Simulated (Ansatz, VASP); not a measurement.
# HfSi: VASP beside Ansatz

Contents of INCAR:

```
SYSTEM = HfSi
PREC     = Accurate       ! precision mode
ENCUT    = 520            ! plane-wave cutoff, eV
EDIFF    = 1E-7           ! SCF threshold, eV
ISMEAR   = -1             ! smearing method
SIGMA    = 0.08           ! smearing width, eV
LREAL    = .FALSE.        ! projectors in reciprocal space
LASPH    = .TRUE.         ! aspherical terms in the spheres
NELM     = 80             ! most SCF steps
ALGO     = Normal         ! electronic algorithm
ISIF     = 2              ! what is computed and relaxed
LWAVE    = .FALSE.        ! write WAVECAR
LCHARG   = .FALSE.        ! write CHGCAR
GGA      = CA             ! functional
NBANDS   = 14             ! bands
```

The input KPOINTS:

```
Automatic mesh
0
G
  12 12 12
  0 0 0
```

POSCAR

```
HfSi
1.0
    0.0000000000      2.5675418627      2.5675418627
    2.5675418627      0.0000000000      2.5675418627
    2.5675418627      2.5675418627      0.0000000000
Hf Si
1 1
Direct
    0.0000000000      0.0000000000      0.0000000000
    0.2500000000      0.2500000000      0.2500000000
```

Input for Ansatz:

```yaml
crystal:
  lattice:
    - [0.0, 2.5675418627, 2.5675418627]
    - [2.5675418627, 0.0, 2.5675418627]
    - [2.5675418627, 2.5675418627, 0.0]
  atoms:
    - { symbol: Hf, position: [0.0, 0.0, 0.0] }
    - { symbol: Si, position: [0.25, 0.25, 0.25] }
kpoints:
  mp_grid: { grid: [12, 12, 12] }
scf:
  occupations: { method: fermi_dirac, width: 0.08 }
hamiltonian:
  xc: lda
  pseudopotentials: { kind: all_electron, lapw: { basis_error: 0.001 } }
output:
  forces: true
  stress: true
  eigenvalues: true
  populations: true
```

Change from the starting cell: volume scaled by 0.65, LAPW.

Alike in both runs: task single point; functional LDA; k mesh 12 × 12 × 12; occupations fermi-dirac, width 0.08 eV; no spin polarisation.

```csv
,VASP,Ansatz
version,VASP 6.6.1,Ansatz 0.2.0
potentials or method,"VASP PAW LDA potentials, release 64 (Hf_pv, Si), cutoff 520 eV","all-electron LAPW, scalar-relativistic"
```

|  | VASP | Ansatz | Ansatz less VASP |
| --- | --- | --- | --- |
| pressure (GPa) | 63.0 | 61.2 | -1.81 |

LDA's correlation is that of Perdew and Zunger in VASP and of Perdew and Wang (1992) in Ansatz. Both programs put the cell under a high pressure, so it lies far from rest at this level. Ansatz ran all-electron here, and VASP with PAW potentials.

Neither program's run includes spin-orbit coupling. Noted on VASP's run: the cell as given lies far from equilibrium.
